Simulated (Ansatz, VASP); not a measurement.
**Li2Se: VASP beside Ansatz**

POSCAR

```
Li2Se
1.0
    0.0000000000      3.0062880000      3.0062880000
    3.0062880000      0.0000000000      3.0062880000
    3.0062880000      3.0062880000      0.0000000000
Li Se
2 1
Direct
    0.2500000000      0.2500000000      0.2500000000
    0.7500000000      0.7500000000      0.7500000000
    0.0000000000      0.0000000000      0.0000000000
```

INCAR.step1

```
SYSTEM = Li2Se
  PREC = Accurate
  ENCUT = 830
  ISMEAR = 1
  SIGMA = 0.0251
  LREAL = .False.
  LASPH = .True.
  NELM = 120
  NBANDS = 13
  GGA = PE
  ALGO = Normal
  EDIFF = 1E-5
  LWAVE = .True.
  LCHARG = .False.
  GGA_COMPAT = .False.
```

INCAR.step2

```
SYSTEM = Li2Se
  PREC = Accurate
  ENCUT = 830
  EDIFF = 1E-6
  ISMEAR = 1
  SIGMA = 0.0251
  LREAL = .False.
  LASPH = .True.
  NELM = 120
  ALGO = Normal
  ISIF = 2
  LWAVE = .False.
  LCHARG = .False.
  METAGGA = R2SCAN
  LMIXTAU = .True.
  NBANDS = 13
  ISTART = 1
  GGA_COMPAT = .False.
```

KPOINTS

```
regular mesh
0
Gamma
  7 7 7
  0 0 0
```

Input for Ansatz:

```yaml
crystal:
  lattice:
    - [0.0, 3.006288, 3.006288]
    - [3.006288, 0.0, 3.006288]
    - [3.006288, 3.006288, 0.0]
  atoms:
    - { symbol: Li, position: [0.25, 0.25, 0.25] }
    - { symbol: Li, position: [0.75, 0.75, 0.75] }
    - { symbol: Se, position: [0.0, 0.0, 0.0] }
  symmetry: { tolerance: 0.0003 }
kpoints:
  mp_grid: { grid: [7, 7, 7], shift: [0, 0, 0] }
  band_path:
    path:
      - [0.0, 0.0, 0.0]
      - [0.5, 0.0, 0.5]
      - [0.625, 0.25, 0.625]
      - [0.375, 0.375, 0.75]
      - [0.0, 0.0, 0.0]
      - [0.5, 0.5, 0.5]
      - [0.5, 0.25, 0.75]
      - [0.5, 0.0, 0.5]
    npoints: 8
magnetization:
  spin_polarized: false
scf:
  occupations: { method: cold, width: 0.0251 }
  lower_state_search: "off"
  max_iter: 200
hamiltonian:
  pseudopotentials: { kind: paw }
  xc: r2scan
basis:
  ecutwfc: 500
  fft_grid_basis: typed
output:
  forces: true
  stress: true
  eigenvalues: true
  bader: true
  populations: true
  elf: true
  write_potential: true
  volumetric_format: npy
  dos:
    e_range: [-12, 8]
    de: 0.05
    projected: { site_lists: { Li: [Li], Se: [Se] } }
checkpoint:
  read: saved_state
```

Alike in both runs: task single point; functional r2SCAN; k mesh 7 × 7 × 7; no spin polarisation.

```csv
,VASP,Ansatz
version,VASP 6.6.1,Ansatz 0.2.0
potentials or method,"VASP PAW PBE potentials, release 64 (Li_sv, Se), cutoff 830 eV",PAW plane waves
occupations,"methfessel-paxton of order 1, width 0.0251 eV","cold, width 0.0251 eV"
valence electrons in the cell,12,22
```

```tsv
	VASP	Ansatz	Ansatz less VASP
gap on the k mesh at the Fermi level (eV)	3.61	3.63	+0.020
pressure (GPa)	-0.6	-0.5	+0.15
```

VASP's potentials were made for PBE, not for r2SCAN. VASP's potentials hold 12 valence electrons a cell and Ansatz's 22, so a difference there can come from the potentials and not from the codes.
